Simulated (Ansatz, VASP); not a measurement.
# Y: VASP beside Ansatz

INCAR

```
SYSTEM = Y
ALGO     = Fast           ! electronic algorithm
EDIFF    = 1E-6           ! SCF threshold, eV
EDIFFG   = -0.005         ! ionic threshold
ENCUT    = 600            ! plane-wave cutoff, eV
IBRION   = 2              ! ionic algorithm
ISIF     = 3              ! what is computed and relaxed
ISMEAR   = 0              ! smearing method
LASPH    = .True.         ! aspherical terms in the spheres
LCHARG   = .False.        ! write CHGCAR
LREAL    = .False.        ! projectors in reciprocal space
LWAVE    = .False.        ! write WAVECAR
NELM     = 60             ! most SCF steps
NSW      = 70             ! ionic steps
PREC     = Accurate       ! precision mode
SIGMA    = 0.1            ! smearing width, eV
```

File KPOINTS:

```
k-points
0
Gamma
  15 15 8
  0 0 0
```

Contents of POSCAR:

```
Y
1.0
    3.6571046552      0.0000000000      0.0000000000
   -1.8285523276      3.1671455357      0.0000000000
    0.0000000000      0.0000000000      5.6740659744
Y
2
Direct
    0.3333333333      0.6666666667      0.2500000000
    0.6666666667      0.3333333333      0.7500000000
```

Input for Ansatz:

```yaml
crystal:
  lattice:
    - [3.6571046533, 0.0, 0.0]
    - [-1.8285523267, 3.1671455341, 0.0]
    - [0.0, 0.0, 5.6740659736]
  atoms:
    - { symbol: "Y", position: [0.3333333333, 0.6666666667, 0.25] }
    - { symbol: "Y", position: [0.6666666667, 0.3333333333, 0.75] }
basis:
  ecutwfc: 420
kpoints:
  mp_grid: { grid: [15, 15, 8] }
hamiltonian:
  xc: lda
scf:
  occupations: { method: gaussian, width: 0.1 }
output:
  forces: true
  stress: true
  eigenvalues: true
relax:
  adjacent_minimum: "off"
  f_tol: 0.005
  max_steps: 50
  cell: { stress_tol: 0.05 }
```

Alike in both runs: task relaxation of cell and atoms; functional LDA; k mesh 15 × 15 × 8; occupations gaussian, width 0.1 eV; no spin polarisation.

|  | VASP | Ansatz |
| --- | --- | --- |
| version | VASP 6.6.1 | Ansatz 0.2.0 |
| potentials or method | VASP PAW LDA potentials, release 64 (Y_sv), cutoff 600 eV | scalar-relativistic, plane waves, PAW |
| valence electrons in the cell | 22 | 22 |

VASP gave:

```
gap on the k mesh at the Fermi level, each at its own relaxed structure (eV) : none
relaxed volume (Å³/atom)                                                     : 29.83
relaxed length of the cell vector where the two differ most in proportion (Å)              : 3.539
```

Question: Which values does Ansatz return?

Answer: gap on the k mesh at the Fermi level, each at its own relaxed structure (eV): none; relaxed volume (Å³/atom): 29.93; relaxed length of the cell vector where the two differ most in proportion (Å): 3.545.

LDA's correlation is that of Perdew and Zunger in VASP and of Perdew and Wang (1992) in Ansatz. A gap of «none» marks a metal or a gap that the smearing closes.
